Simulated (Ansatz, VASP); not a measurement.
PbS in VASP and in Ansatz

```xyz
2
Lattice="-2.1249 2.1249 3.0052 2.1249 -2.1249 3.0052 2.1249 2.1249 -3.0052" Properties=species:S:1:pos:R:3 pbc="T T T"
Pb    0.0000    0.0000    3.0113
S     0.0000    0.0000    6.0044
```

Change from the starting cell: the structure that the rattled cell fell into.

Alike in both runs: functional PBE; k mesh 10 × 10 × 10; occupations gaussian, width 0.02 eV; no spin polarisation.

Ansatz relaxed the structure, and its values are those at the end. VASP's run is a single point on that final structure, the one shown.

```csv
,VASP,Ansatz
version,VASP 6.6.1,Ansatz 0.2.0
potentials or method,"VASP PAW PBE potentials, release 64 (Pb_d, S), cutoff 520 eV","scalar-relativistic, plane waves, PAW"
valence electrons in the cell,20,20
```

|  | VASP | Ansatz | Ansatz less VASP |
| --- | --- | --- | --- |
| gap on the k mesh at the Fermi level (eV) | 0.50 | 0.50 | -0.007 |
| least direct gap on the mesh (eV) | 0.50 | 0.50 | -0.007 |
| pressure (GPa) | -0.1 | 0.0 | +0.07 |

The functional is the same, so the differences come from potentials, cutoffs and numerics.

Neither program's run includes spin-orbit coupling.
